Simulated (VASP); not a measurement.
# Y (Fd-3m) in VASP: single point with PBE

Aim: the single point of Y with PBE.

All numbers are computed with VASP 6.6.1; they aren't measurements. Logs are shortened: lines on timing, memory, paths and dates and some standing lists are left out, and cuts for length are marked.

**1. The cell of the first run**

It takes space group Fd-3m (No. 227, cubic). The conventional cell has a = 6.906 Å, b = 6.906 Å, c = 6.906 Å, α = 90.00°, β = 90.00°, γ = 90.00°. Y (site symmetry -43m) has 4 Y at 2.99 Å within 3.9 Å.

This isn't the form of Y at room conditions, which is hcp.

**2. Single point, PBE**

INCAR

```
SYSTEM = Y
PREC = Accurate
ENCUT = 520
EDIFF = 1E-6
ISMEAR = -1
SIGMA = 0.05
LREAL = .False.
LASPH = .True.
NELM = 60
ALGO = Normal
ISIF = 2
LWAVE = .False.
LCHARG = .True.
GGA = PE
LELF = .True.
LVHAR = .True.
NBANDS = 18
```

KPOINTS

```
regular mesh
0
Gamma
  8 8 8
  0 0 0
```

POSCAR

```
Y
1.0
    0.0000000000      3.4531162769      3.4531162769
    3.4531162769      0.0000000000      3.4531162769
    3.4531162769      3.4531162769      0.0000000000
Y
2
Direct
   -0.1250000000     -0.1250000000     -0.1250000000
    0.1250000000      0.1250000000      0.1250000000
```

Potentials or basis: VASP PAW PBE potentials, release 64 (Y_sv).

Run with:

```bash
$ cat potpaw_PBE.64/Y_sv/POTCAR > POTCAR
$ mpirun -np 1 vasp_std > vasp.out
```

OUTCAR:

```text
SYSTEM = Y
   PREC = Accurate
   ENCUT = 520
   EDIFF = 1E-6
   ISMEAR = -1
   LREAL = .False.
   LASPH = .True.
   NELM = 60
   ISIF = 2
   GGA = PE

 ion  position               nearest neighbor table
   1  0.875  0.875  0.875-   2 2.99   2 2.99   2 2.99   2 2.99
   2  0.125  0.125  0.125-   1 2.99   1 2.99   1 2.99   1 2.99

  LATTYP: Found a face centered cubic cell.
 ALAT       =     6.9062325538

  Lattice vectors:

 A1 = (   0.0000000000,   3.4531162769,   3.4531162769)
 A2 = (   3.4531162769,   0.0000000000,   3.4531162769)
 A3 = (   3.4531162769,   3.4531162769,   0.0000000000)

Analysis of symmetry for initial positions (statically):
=====================================================================
 Subroutine PRICEL returns:
 Original cell was already a primitive cell.

 Routine SETGRP: Setting up the symmetry group for a
 face centered cubic supercell.

 Subroutine GETGRP returns: Found 48 space group operations
 (whereof 12 operations were pure point group operations)
 out of a pool of 48 trial point group operations.

The static configuration has the point symmetry D_3d.
 The point group associated with its full space group is O_h .

Analysis of symmetry for dynamics (positions and initial velocities):
=====================================================================
 Subroutine PRICEL returns:
 Original cell was already a primitive cell.

 Routine SETGRP: Setting up the symmetry group for a
 face centered cubic supercell.

 Subroutine GETGRP returns: Found 48 space group operations
 (whereof 12 operations were pure point group operations)
 out of a pool of 48 trial point group operations.

The dynamic configuration has the point symmetry D_3d.
 The point group associated with its full space group is O_h .

 Subroutine INISYM returns: Found 48 space group operations
 (whereof 12 operations are pure point group operations),
 and found     1 'primitive' translations

----------------------------------------------------------------------------------------

                                     Primitive cell

  volume of cell :      82.3500

  direct lattice vectors                    reciprocal lattice vectors
     0.000000000  3.453116277  3.453116277    -0.144796746  0.144796746  0.144796746
     3.453116277  0.000000000  3.453116277     0.144796746 -0.144796746  0.144796746
     3.453116277  3.453116277  0.000000000     0.144796746  0.144796746 -0.144796746

  length of vectors
     4.883443871  4.883443871  4.883443871     0.250795321  0.250795321  0.250795321

  position of ions in fractional coordinates (direct lattice)
     0.875000000  0.875000000  0.875000000
     0.125000000  0.125000000  0.125000000

  ion indices of the primitive-cell ions
   primitive index   ion index
                 1           1
                 2           2

----------------------------------------------------------------------------------------

 KPOINTS: regular mesh

Automatic generation of k-mesh.
 Grid dimensions read from file:
 generate k-points for:    8    8    8

 Generating k-lattice:

  Cartesian coordinates                     Fractional coordinates (reciprocal lattice)
    -0.018099593  0.018099593  0.018099593     0.125000000  0.000000000  0.000000000
     0.018099593 -0.018099593  0.018099593     0.000000000  0.125000000  0.000000000
     0.018099593  0.018099593 -0.018099593     0.000000000  0.000000000  0.125000000

  Length of vectors
     0.031349415  0.031349415  0.031349415

  Shift w.r.t. Gamma in fractional coordinates (k-lattice)
     0.000000000  0.000000000  0.000000000

 Subroutine IBZKPT returns following result:
 ===========================================

 Found     29 irreducible k-points:

 Following reciprocal coordinates:
            Coordinates               Weight
  0.000000  0.000000  0.000000      1.000000
  0.125000  0.000000  0.000000      8.000000
  0.250000  0.000000  0.000000      8.000000
  0.375000  0.000000  0.000000      8.000000
  0.500000  0.000000  0.000000      4.000000
  0.125000  0.125000  0.000000      6.000000
[... 16 lines left out ...]
  0.500000  0.250000  0.125000     48.000000
 -0.375000  0.250000  0.125000     24.000000
 [... further k-points ...]
   k-points           NKPTS =     29   k-points in BZ     NKDIM =     29   number of bands    NBANDS=     18
   number of dos      NEDOS =    301   number of ions     NIONS =      2
   total plane-waves  NPLWV =  46656
   dimension x,y,z NGX =    36 NGY =   36 NGZ =   36
   dimension x,y,z NGXF=    72 NGYF=   72 NGZF=   72
   ions per type =               2
   NGX,Y,Z   is equivalent  to a cutoff of  12.26, 12.26, 12.26 a.u.
   NGXF,Y,Z  is equivalent  to a cutoff of  24.51, 24.51, 24.51 a.u.
 SYSTEM =  Y
   PREC   = accura    normal or accurate (medium, high low for compatibility)
   ISTART =      0    job   : 0-new  1-cont  2-samecut
   ICHARG =      2    charge: 1-file 2-atom 10-const
   ISPIN  =      1    spin polarized calculation?
   LNONCOLLINEAR =      F non collinear calculations
   LSORBIT =      F    spin-orbit coupling
   LASPH  =      T    aspherical Exc in radial PAW
   ENCUT  =  520.0 eV  38.22 Ry    6.18 a.u.   9.08  9.08  9.08*2*pi/ulx,y,z
   NELM   =     60;   NELMIN=  2; NELMDL= -5     # of ELM steps
   EDIFF  = 0.1E-05   stopping-criterion for ELM
   LREAL  =      F    real-space projection
   EDIFFG = 0.1E-04   stopping-criterion for IOM
   NSW    =      0    number of steps for IOM
   IBRION =     -1    ionic relax: 0-MD 1-quasi-New 2-CG
   NFREE  =      0    steps in history (QN), initial steepest desc. (CG)
   ISIF   =      2    stress and relaxation
   ISYM   =      2    0-nonsym 1-usesym 2-fastsym
   POTIM  = 0.5000    time-step for ionic-motion
   TEBEG  =    0.0;   TEEND  =   0.0 temperature during run
   PSTRESS=    0.0 pullay stress
   NELECT =      22.0000    total number of electrons
   NUPDOWN=      -1.0000    fix difference up-down
   EMIN   =  10.00;   EMAX   =-10.00  energy-range for DOS
   EFERMI =   0.00;   METHOD = LEGACY
   ISMEAR =    -1;   SIGMA  =   0.05  broadening in eV -4-tet -1-fermi 0-gaus
   EFERMI_NEDOS =   21; number of points for ismear=-14 and -15
   IALGO  =     38    algorithm
   IMIX   =      4    mixing-type and parameters
     AMIX     =   0.40;   BMIX     =  1.00
     AMIX_MAG =   1.60;   BMIX_MAG =  1.00
  volume/ion in A,a.u.               =      41.17       277.86
  Fermi-wavevector in a.u.,A,eV,Ry     =   1.054374  1.992477 15.125647  1.111704
  Thomas-Fermi vector in A             =   2.189531
   LORBIT       =      0    0 simple, 1 ext, 2 COOP (PROOUT), +10 PAW based schemes
   GGA     = PE    functional components
   LHFCALC =     F    Hartree Fock is set to
   AEXX    =    0.0000 exact exchange contribution
   IVDW    =     0    specifies the selected vdW correction
   LEPSILON=     F    determine dielectric tensor
   LRPA    =     F    only Hartree local field effects (RPA)
 non-spin polarized calculation
  energy-cutoff  :      520.00
  volume of cell :       82.35
 maximum number of plane-waves:      2252
   NGX = 19   NGY = 19   NGZ = 19

 number of electron      22.0000001 magnetization

 Free energy of the ion-electron system (eV)
  ---------------------------------------------------
  ext. energy  EPLUGINS =         0.00000000
  ---------------------------------------------------
  free energy    TOTEN  =        -8.91443463 eV

  energy without entropy =       -8.88603906  energy(sigma->0) =       -8.90023684

 E-fermi :   1.5877     XC(G=0):  -8.3860

 val. band max:        1.5668371225   @ k =  -0.3750   0.5000   0.1250
 cond. band min:       1.5956346852   @ k =   0.5000   0.5000   0.0000
 fundamental gap:      0.0287975626
 Fermi energy:         1.5877241367

 k-point     1 :       0.0000    0.0000    0.0000
  band No.  band energies     occupation
      1     -41.6755      2.00000
      2     -41.3365      2.00000
      3     -21.8989      2.00000
      4     -21.8989      2.00000
      5     -21.8989      2.00000
      6     -21.2081      2.00000
[... 10 lines left out ...]
     17       3.7004      0.00000
     18       6.8519      0.00000

 k-point     2 :       0.1250    0.0000    0.0000
  band No.  band energies     occupation
      1     -41.6661      2.00000
      2     -41.3462      2.00000
      3     -21.9118      2.00000
      4     -21.9118      2.00000
      5     -21.8985      2.00000
      6     -21.2102      2.00000
[... 10 lines left out ...]
     17       3.6767      0.00000
     18       6.7971      0.00000

 k-point     3 :       0.2500    0.0000    0.0000
  band No.  band energies     occupation
      1     -41.6406      2.00000
      2     -41.3726      2.00000
      3     -21.9411      2.00000
      4     -21.9411      2.00000
      5     -21.8983      2.00000
      6     -21.2144      2.00000
[... 10 lines left out ...]
     17       3.8038      0.00000
     18       6.6074      0.00000

 k-point     4 :       0.3750    0.0000    0.0000
  band No.  band energies     occupation
      1     -41.6087      2.00000
      2     -41.4054      2.00000
      3     -21.9682      2.00000
      4     -21.9682      2.00000
      5     -21.8993      2.00000
      6     -21.2173      2.00000
[... 375 lines left out ...]
      4     -21.9753      2.00000
      5     -21.8130      2.00000
      6     -21.3027      2.00000
[... 10 lines left out ...]
     17       3.9690      0.00000
     18       5.6779      0.00000

 k-point    23 :       0.5000    0.2500    0.1250
  band No.  band energies     occupation
      1     -41.5855      2.00000
      2     -41.4290      2.00000
      3     -22.0430      2.00000
      4     -21.9991      2.00000
      5     -21.7736      2.00000
      6     -21.3421      2.00000
[... 10 lines left out ...]
     17       4.4449      0.00000
     18       5.2164      0.00000

 k-point    24 :      -0.3750    0.2500    0.1250
  band No.  band energies     occupation
      1     -41.5673      2.00000
      2     -41.4475      2.00000
      3     -22.0557      2.00000
      4     -22.0101      2.00000
      5     -21.7557      2.00000
      6     -21.3598      2.00000
[... 10 lines left out ...]
     17       4.2959      0.00000
     18       5.6175      0.00000

 [... further k-points ...]

------------------------ aborting loop because EDIFF is reached ----------------------------------------

  FORCE on cell =-STRESS in cart. coord.  units (eV):
  Direction    XX          YY          ZZ          XY          YZ          ZX
  --------------------------------------------------------------------------------------
  -------------------------------------------------------------------------------------
  Total        0.4433805      0.4433805      0.4433805      0.0000000     -0.0000000      0.0000000
  in kB        8.6262802      8.6262802      8.6262802      0.0000000     -0.0000000      0.0000000
  external PRESSURE =       8.6262802 kB  Pullay stress =       0.0000000 kB

 VOLUME and BASIS-vectors are now :
 -----------------------------------------------------------------------------
  energy-cutoff  :      520.00
  volume of cell :       82.35
      direct lattice vectors                 reciprocal lattice vectors
     0.000000000  3.453116277  3.453116277    -0.144796746  0.144796746  0.144796746
     3.453116277  0.000000000  3.453116277     0.144796746 -0.144796746  0.144796746
     3.453116277  3.453116277  0.000000000     0.144796746  0.144796746 -0.144796746

 POSITION                                       TOTAL-FORCE (eV/Angst)
 -----------------------------------------------------------------------------------
      6.04295      6.04295      6.04295         0.000000      0.000000      0.000000
      0.86328      0.86328      0.86328        -0.000000     -0.000000     -0.000000
 -----------------------------------------------------------------------------------
    total drift:                                0.000000      0.000000      0.000000

  FREE ENERGIE OF THE ION-ELECTRON SYSTEM (eV)
  ---------------------------------------------------
  free  energy   TOTEN  =        -8.9144346273 eV

  energy  without entropy=       -8.8860390586  energy(sigma->0) =       -8.90023684
```

Wall time 19 s (1 thread of Intel Xeon 6975P-C (Granite Rapids), shared host); peak memory 0.22 GiB.

What came out:

| Quantity | Value |
| --- | --- |
| Free energy | -8.9144 eV |
| Pressure | 0.9 GPa |
| Band gap on the k mesh | zero (bands 11 and 12 overlap by 0.78 eV) |

The gap in the log of VASP goes by the Fermi energy; the results here count the filled bands.